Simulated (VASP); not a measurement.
# Mo (Cmcm) in VASP: notebook

Runs on Mo. Level: PBE. Tasks: single point.

All numbers are computed with VASP 6.6.1; they aren't measurements. Logs are shortened: lines on timing, memory, paths and dates and some standing lists are left out, and cuts for length are marked.

## Step 1: The cell of the first run

The structure is orthorhombic, space group Cmcm (No. 63). Conventional cell: a = 4.470 Å, b = 3.160 Å, c = 4.470 Å, α = 90.00°, β = 90.00°, γ = 90.00°. Mo (site symmetry m2m) has 10 Mo at 2.44 to 3.16 Å within 3.2 Å.

## Step 2: Single point, PBE (mode 4 (132.6 1/cm) frozen in, largest displacement -0.300 Å)

INCAR reads:

```
SYSTEM = Mo
ALGO = Fast
EDIFF = 1E-6
ENCUT = 520
GGA = PE
ISIF = 2
ISMEAR = 0
LASPH = .TRUE.
LCHARG = .TRUE.
LELF = .TRUE.
LREAL = .FALSE.
LVHAR = .TRUE.
LWAVE = .FALSE.
NBANDS = 21
NELM = 80
PREC = Accurate
SIGMA = 0.15
```

KPOINTS reads:

```
k-points
0
G
  24 24 14
  0 0 0
```

POSCAR reads:

```
Mo
1.0
   -1.5802194352      1.5802194352      1.5802194352
    1.5802194352     -1.5802194352      1.5802194352
    3.1604388703      3.1604388703      0.0000000000
Mo
2
Direct
   -0.0949235256     -0.0949235256      0.0000000000
    0.5949235256      0.5949235256      0.5000000000
```

Potentials or basis: VASP PAW PBE potentials, release 64 (Mo_sv).

The run is started by

```sh
$ cat potpaw_PBE.64/Mo_sv/POTCAR > POTCAR
$ mpirun -np 1 vasp_std > vasp.out
```

OUTCAR:

```text
SYSTEM = Mo
   EDIFF = 1E-6
   ENCUT = 520
   GGA = PE
   ISIF = 2
   ISMEAR = 0
   LASPH = .TRUE.
   LREAL = .FALSE.
   NELM = 80
   PREC = Accurate

 ion  position               nearest neighbor table
   1  0.905  0.905  0.000-   2 2.44   2 2.44   2 3.12   2 3.12   2 3.22   2 3.22   2 3.22   2 3.22

   2  0.595  0.595  0.500-   1 2.44   1 2.44   1 3.12   1 3.12   1 3.22   1 3.22   1 3.22   1 3.22

  LATTYP: Found a base centered orthorhombic cell.
 ALAT       =     3.1604388704
 B/A-ratio  =     1.4142135624
 C/A-ratio  =     1.4142135623

  Lattice vectors:

 A1 = (  -1.5802194352,   1.5802194352,   1.5802194352)
 A2 = (   1.5802194352,  -1.5802194352,   1.5802194352)
 A3 = (   3.1604388703,   3.1604388703,   0.0000000000)

Analysis of symmetry for initial positions (statically):
=====================================================================
 Subroutine PRICEL returns:
 Original cell was already a primitive cell.

 Routine SETGRP: Setting up the symmetry group for a
 base centered orthorhombic supercell.

 Subroutine GETGRP returns: Found  8 space group operations
 (whereof  4 operations were pure point group operations)
 out of a pool of  8 trial point group operations.

The static configuration has the point symmetry C_2v.
 The point group associated with its full space group is D_2h.

Analysis of symmetry for dynamics (positions and initial velocities):
=====================================================================
 Subroutine PRICEL returns:
 Original cell was already a primitive cell.

 Routine SETGRP: Setting up the symmetry group for a
 base centered orthorhombic supercell.

 Subroutine GETGRP returns: Found  8 space group operations
 (whereof  4 operations were pure point group operations)
 out of a pool of  8 trial point group operations.

The dynamic configuration has the point symmetry C_2v.
 The point group associated with its full space group is D_2h.

 Subroutine INISYM returns: Found  8 space group operations
 (whereof  4 operations are pure point group operations),
 and found     1 'primitive' translations

----------------------------------------------------------------------------------------

                                     Primitive cell

  volume of cell :      31.5676

  direct lattice vectors                    reciprocal lattice vectors
    -1.580219435  1.580219435  1.580219435    -0.158205876  0.158205876  0.316411752
     1.580219435 -1.580219435  1.580219435     0.158205876 -0.158205876  0.316411752
     3.160438870  3.160438870  0.000000000     0.158205876  0.158205876  0.000000000

  length of vectors
[... 77 lines left out ...]
   LNONCOLLINEAR =      F non collinear calculations
   LSORBIT =      F    spin-orbit coupling
   LASPH  =      T    aspherical Exc in radial PAW
   ENCUT  =  520.0 eV  38.22 Ry    6.18 a.u.   5.09  5.09  8.31*2*pi/ulx,y,z
   NELM   =     80;   NELMIN=  2; NELMDL= -5     # of ELM steps
   EDIFF  = 0.1E-05   stopping-criterion for ELM
   LREAL  =      F    real-space projection
   EDIFFG = 0.1E-04   stopping-criterion for IOM
   NSW    =      0    number of steps for IOM
   IBRION =     -1    ionic relax: 0-MD 1-quasi-New 2-CG
   NFREE  =      0    steps in history (QN), initial steepest desc. (CG)
   ISIF   =      2    stress and relaxation
   ISYM   =      2    0-nonsym 1-usesym 2-fastsym
   POTIM  = 0.5000    time-step for ionic-motion
   TEBEG  =    0.0;   TEEND  =   0.0 temperature during run
   PSTRESS=    0.0 pullay stress
   NELECT =      28.0000    total number of electrons
   NUPDOWN=      -1.0000    fix difference up-down
   EMIN   =  10.00;   EMAX   =-10.00  energy-range for DOS
   EFERMI =   0.00;   METHOD = LEGACY
   ISMEAR =     0;   SIGMA  =   0.15  broadening in eV -4-tet -1-fermi 0-gaus
   EFERMI_NEDOS =   21; number of points for ismear=-14 and -15
   IALGO  =     68    algorithm
   IMIX   =      4    mixing-type and parameters
     AMIX     =   0.40;   BMIX     =  1.00
     AMIX_MAG =   1.60;   BMIX_MAG =  1.00
  volume/ion in A,a.u.               =      15.78       106.51
  Fermi-wavevector in a.u.,A,eV,Ry     =   1.572945  2.972434 33.662922  2.474155
  Thomas-Fermi vector in A             =   2.674303
   LORBIT       =      0    0 simple, 1 ext, 2 COOP (PROOUT), +10 PAW based schemes
   GGA     = PE    functional components
   LHFCALC =     F    Hartree Fock is set to
   AEXX    =    0.0000 exact exchange contribution
   IVDW    =     0    specifies the selected vdW correction
   LEPSILON=     F    determine dielectric tensor
   LRPA    =     F    only Hartree local field effects (RPA)
 non-spin polarized calculation
 RMM-DIIS sequential band-by-band and
 Gauss-broadening in eV      SIGMA  =   0.15
  energy-cutoff  :      520.00
  volume of cell :       31.57
 maximum number of plane-waves:       872
   NGX = 11   NGY = 11   NGZ = 17

 number of electron      28.0000001 magnetization

 Free energy of the ion-electron system (eV)
  ---------------------------------------------------
  ext. energy  EPLUGINS =         0.00000000
  ---------------------------------------------------
  free energy    TOTEN  =       -21.07287522 eV

  energy without entropy =      -21.05811097  energy(sigma->0) =      -21.06549309

 E-fermi :  12.3335     XC(G=0): -13.2730

 val. band max:       12.3332402955   @ k =  -0.1667   0.1667   0.4286
 cond. band min:      12.3351945897   @ k =   0.5000   0.0833   0.2143
 fundamental gap:      0.0019542942
 Fermi energy:        12.3334657758

 k-point     1 :       0.0000    0.0000    0.0000
  band No.  band energies     occupation
      1     -48.8085      2.00000
      2     -48.3840      2.00000
      3     -23.8491      2.00000
      4     -22.3848      2.00000
      5     -22.1519      2.00000
      6     -22.1141      2.00000
[... 565 lines left out ...]
     20      19.3753      0.00000
     21      22.7679      0.00000

 [... further k-points ...]
[... 5 lines left out ...]
  --------------------------------------------------------------------------------------
  -------------------------------------------------------------------------------------
  Total        2.7644074      2.7644074      1.1929552      2.6982058      0.0000000      0.0000000
  in kB      140.3041293    140.3041293     60.5469880    136.9441470      0.0000000      0.0000000
  external PRESSURE =     113.7184156 kB  Pullay stress =       0.0000000 kB

 VOLUME and BASIS-vectors are now :
 -----------------------------------------------------------------------------
  energy-cutoff  :      520.00
  volume of cell :       31.57
      direct lattice vectors                 reciprocal lattice vectors
    -1.580219435  1.580219435  1.580219435    -0.158205876  0.158205876  0.316411752
     1.580219435 -1.580219435  1.580219435     0.158205876 -0.158205876  0.316411752
     3.160438870  3.160438870  0.000000000     0.158205876  0.158205876  0.000000000

 POSITION                                       TOTAL-FORCE (eV/Angst)
 -----------------------------------------------------------------------------------
      0.00000      0.00000      2.86044        -0.000000     -0.000000      2.327785
      1.58022      1.58022      1.88022         0.000000      0.000000     -2.327785
 -----------------------------------------------------------------------------------
    total drift:                               -0.000000     -0.000000      0.000000

  FREE ENERGIE OF THE ION-ELECTRON SYSTEM (eV)
  ---------------------------------------------------
  free  energy   TOTEN  =       -21.0728752156 eV

  energy  without entropy=      -21.0581109744  energy(sigma->0) =      -21.06549309
```

OSZICAR:

```text
N       E                     dE             d eps       ncg     rms          rms(c)
DAV:   1     0.272579600706E+03    0.27258E+03   -0.16925E+04 52752   0.139E+03
DAV:   2    -0.163084411829E+02   -0.28889E+03   -0.28032E+03 59162   0.435E+02
DAV:   3    -0.220667713060E+02   -0.57583E+01   -0.56763E+01 60773   0.625E+01
DAV:   4    -0.220950333784E+02   -0.28262E-01   -0.28246E-01 57667   0.464E+00
DAV:   5    -0.220952308834E+02   -0.19751E-03   -0.19750E-03 62014   0.375E-01    0.213E+01
RMM:   6    -0.211965912640E+02    0.89864E+00   -0.15374E+00 52942   0.961E+00    0.722E+00
RMM:   7    -0.210764188235E+02    0.12017E+00   -0.58276E-01 55237   0.539E+00    0.116E+00
RMM:   8    -0.210732046712E+02    0.32142E-02   -0.38579E-02 58991   0.168E+00    0.415E-01
RMM:   9    -0.210728305908E+02    0.37408E-03   -0.61520E-03 59983   0.640E-01    0.572E-02
RMM:  10    -0.210728783603E+02   -0.47770E-04   -0.10734E-03 62350   0.263E-01    0.594E-02
RMM:  11    -0.210728756412E+02    0.27191E-05   -0.11045E-04 60020   0.906E-02    0.128E-02
RMM:  12    -0.210728749321E+02    0.70910E-06   -0.18682E-05 60790   0.392E-02    0.158E-02
RMM:  13    -0.210728752156E+02   -0.28347E-06   -0.74867E-06 51453   0.234E-02
   1 F= -.21072875E+02 E0= -.21065493E+02  d E =-.147642E-01
```

stdout:

```text
POSCAR found type information on POSCAR Mo
 POSCAR found :  1 types and       2 ions
 scaLAPACK will be used
 LDA part: xc-table for (Slater+PW92), standard interpolation
 POSCAR, INCAR and KPOINTS ok, starting setup
 FFT: planning ... GRIDC
 FFT: planning ... GRID_SOFT
 FFT: planning ... GRID
 WAVECAR not read
 entering main loop
WARNING in EDDRMM: call to ZHEGV failed, returncode =   6  3     21
```

Wall time 7.3 min (1 thread of Intel Xeon 6975P-C, shared host); peak memory 0.68 GiB.

Results:

* Free energy: -21.0729 eV
* Pressure: 11.4 GPa
* Largest force: 2.328 eV/Å
* Band gap on the k mesh: zero (band 14 reaches 14.08 eV, above the bottom of band 15 at 11.41 eV)

Forces on the atoms (eV/Å):
```
Mo   0.000  0.000  2.328
Mo   0.000  0.000 -2.328
```

Stress tensor (GPa, compression positive):
```
14.03 13.69  0.00
13.69 14.03  0.00
 0.00  0.00  6.05
```

Levels at points of the mesh, in eV from the Fermi level:
```
           k point  band 10  band 11  band 12  band 13  band 14  band 15  band 16  band 17  band 18  band 19
(0.00, 0.00, 0.00)    -4.47    -2.72    -2.22    -1.95    -0.12     1.14     1.25     1.79     1.97     2.64
(0.50, 0.00, 0.00)    -4.32    -3.12    -2.30    -0.89    -0.82     0.60     1.97     2.40     3.17     5.75
(0.50, 0.50, 0.00)    -5.18    -4.53    -1.72    -0.40     1.09     1.74     2.77     4.23     4.61     4.69
(0.00, 0.00, 0.50)    -5.31    -2.59    -2.59    -2.01    -2.01     1.14     1.14     2.42     2.42     2.87
(0.50, 0.00, 0.50)    -5.01    -3.54    -3.54     1.03     1.03     2.24     2.24     2.62     2.62     5.54
(0.50, 0.50, 0.50)    -4.70    -3.21    -3.21    -1.54    -1.54     3.14     3.14     4.43     4.43     7.47
```

Caveat: the cell differs from its parent crystal (mode 4 (132.6 1/cm) frozen in, largest displacement -0.300 Å); forces of over 1 eV/Å act on the atoms, so gaps and moduli don't describe the material at rest.

## Step 3: Single point, PBE (mode 4 (132.6 1/cm) frozen in, largest displacement +0.225 Å)

INCAR reads:

```
SYSTEM = Mo
  PREC = Accurate
  ENCUT = 520
  EDIFF = 1E-7
  ISMEAR = 0
  SIGMA = 0.15
  LREAL = .FALSE.
  LASPH = .TRUE.
  NELM = 100
  ALGO = Fast
  ISIF = 2
  LWAVE = .FALSE.
  LCHARG = .FALSE.
  GGA = PE
  NBANDS = 21
```

KPOINTS reads:

```
regular mesh
0
G
  24 24 14
  0 0 0
```

POSCAR reads:

```
Mo
1.0
   -1.5802194352      1.5802194352      1.5802194352
    1.5802194352     -1.5802194352      1.5802194352
    3.1604388703      3.1604388703      0.0000000000
Mo
2
Direct
    0.0711926442      0.0711926442      0.0000000000
    0.4288073558      0.4288073558      0.5000000000
```

Potentials or basis: VASP PAW PBE potentials, release 64 (Mo_sv).

The run is started by

```sh
$ cat potpaw_PBE.64/Mo_sv/POTCAR > POTCAR
$ mpirun -np 1 vasp_std > vasp.out
```

OUTCAR:

```text
SYSTEM = Mo
   PREC = Accurate
   ENCUT = 520
   EDIFF = 1E-7
   ISMEAR = 0
   LREAL = .FALSE.
   LASPH = .TRUE.
   NELM = 100
   ISIF = 2
   GGA = PE

 ion  position               nearest neighbor table
   1  0.071  0.071  0.000-   2 2.50   2 2.50   2 3.02   2 3.02   2 3.19   2 3.19   2 3.19   2 3.19

   2  0.429  0.429  0.500-   1 2.50   1 2.50   1 3.02   1 3.02   1 3.19   1 3.19   1 3.19   1 3.19

  LATTYP: Found a base centered orthorhombic cell.
 ALAT       =     3.1604388704
 B/A-ratio  =     1.4142135624
 C/A-ratio  =     1.4142135623

  Lattice vectors:

 A1 = (  -1.5802194352,   1.5802194352,   1.5802194352)
 A2 = (   1.5802194352,  -1.5802194352,   1.5802194352)
 A3 = (   3.1604388703,   3.1604388703,   0.0000000000)

Analysis of symmetry for initial positions (statically):
=====================================================================
 Subroutine PRICEL returns:
 Original cell was already a primitive cell.

 Routine SETGRP: Setting up the symmetry group for a
 base centered orthorhombic supercell.

 Subroutine GETGRP returns: Found  8 space group operations
 (whereof  4 operations were pure point group operations)
[... 160 lines left out ...]
  ---------------------------------------------------
  ext. energy  EPLUGINS =         0.00000000
  ---------------------------------------------------
  free energy    TOTEN  =       -21.41586227 eV

  energy without entropy =      -21.40104344  energy(sigma->0) =      -21.40845286

 E-fermi :  12.3239     XC(G=0): -13.2955

 val. band max:       12.3226636124   @ k =  -0.3333   0.2083   0.3571
 cond. band min:      12.3243295736   @ k =  -0.2917   0.2083   0.4286
 fundamental gap:      0.0016659611
 Fermi energy:        12.3238936492

 k-point     1 :       0.0000    0.0000    0.0000
  band No.  band energies     occupation
      1     -48.7977      2.00000
      2     -48.4454      2.00000
      3     -23.6550      2.00000
      4     -22.4435      2.00000
      5     -22.1178      2.00000
      6     -22.1167      2.00000
[... 565 lines left out ...]
     20      19.4505      0.00000
     21      22.9589      0.00000

 [... further k-points ...]
[... 5 lines left out ...]
  --------------------------------------------------------------------------------------
  -------------------------------------------------------------------------------------
  Total        1.5883184      1.5883184      1.3891165      1.5179198      0.0000000      0.0000000
  in kB       80.6131625     80.6131625     70.5029147     77.0401683      0.0000000      0.0000000
  external PRESSURE =      77.2430799 kB  Pullay stress =       0.0000000 kB

 VOLUME and BASIS-vectors are now :
 -----------------------------------------------------------------------------
  energy-cutoff  :      520.00
  volume of cell :       31.57
      direct lattice vectors                 reciprocal lattice vectors
    -1.580219435  1.580219435  1.580219435    -0.158205876  0.158205876  0.316411752
     1.580219435 -1.580219435  1.580219435     0.158205876 -0.158205876  0.316411752
     3.160438870  3.160438870  0.000000000     0.158205876  0.158205876  0.000000000

 POSITION                                       TOTAL-FORCE (eV/Angst)
 -----------------------------------------------------------------------------------
      0.00000      0.00000      0.22500         0.000000      0.000000     -2.186625
      1.58022      1.58022      1.35522        -0.000000     -0.000000      2.186625
 -----------------------------------------------------------------------------------
    total drift:                               -0.000000     -0.000000      0.000000

  FREE ENERGIE OF THE ION-ELECTRON SYSTEM (eV)
  ---------------------------------------------------
  free  energy   TOTEN  =       -21.4158622702 eV

  energy  without entropy=      -21.4010434409  energy(sigma->0) =      -21.40845286
```

OSZICAR:

```text
N       E                     dE             d eps       ncg     rms          rms(c)
DAV:   1     0.270637095933E+03    0.27064E+03   -0.16893E+04 52768   0.139E+03
DAV:   2    -0.167975809125E+02   -0.28743E+03   -0.27881E+03 59359   0.433E+02
DAV:   3    -0.225090098195E+02   -0.57114E+01   -0.56353E+01 60804   0.621E+01
DAV:   4    -0.225358374756E+02   -0.26828E-01   -0.26816E-01 57797   0.457E+00
DAV:   5    -0.225360252079E+02   -0.18773E-03   -0.18773E-03 62062   0.368E-01    0.208E+01
RMM:   6    -0.215500751119E+02    0.98595E+00   -0.17047E+00 52990   0.101E+01    0.669E+00
RMM:   7    -0.214199095584E+02    0.13017E+00   -0.62943E-01 55130   0.554E+00    0.132E+00
RMM:   8    -0.214164333072E+02    0.34763E-02   -0.38644E-02 58727   0.168E+00    0.437E-01
RMM:   9    -0.214158170829E+02    0.61622E-03   -0.65534E-03 59259   0.642E-01    0.563E-02
RMM:  10    -0.214158683482E+02   -0.51265E-04   -0.12079E-03 61869   0.269E-01    0.642E-02
RMM:  11    -0.214158629242E+02    0.54240E-05   -0.12086E-04 59253   0.102E-01    0.999E-03
RMM:  12    -0.214158618169E+02    0.11073E-05   -0.17809E-05 62321   0.405E-02    0.163E-02
RMM:  13    -0.214158624206E+02   -0.60370E-06   -0.61342E-06 59280   0.206E-02    0.190E-03
RMM:  14    -0.214158622942E+02    0.12633E-06   -0.11161E-06 50981   0.843E-03    0.187E-03
RMM:  15    -0.214158621880E+02    0.10622E-06   -0.21183E-07 37886   0.394E-03    0.192E-04
RMM:  16    -0.214158622702E+02   -0.82205E-07   -0.45889E-08 29722   0.164E-03
   1 F= -.21415862E+02 E0= -.21408453E+02  d E =-.148188E-01
```

Wall time 7.3 min (1 thread of Intel Xeon 6975P-C, shared host); peak memory 0.69 GiB.

What came out:

```yaml
Free_energy: -21.4159 eV
Pressure: 7.7 GPa
Largest_force: 2.187 eV/Å
Band_gap_on_the_k_mesh: zero (band 14 reaches 14.13 eV, above the bottom of band 15 at 11.54 eV)
```

Forces on the atoms (eV/Å):
```
Mo   0.000  0.000 -2.187
Mo   0.000  0.000  2.187
```

Stress tensor (GPa, compression positive):
```
8.06 7.70 0.00
7.70 8.06 0.00
0.00 0.00 7.05
```

Caveat: the cell differs from its parent crystal (mode 4 (132.6 1/cm) frozen in, largest displacement +0.225 Å); forces of over 1 eV/Å act on the atoms, so gaps and moduli don't describe the material at rest.
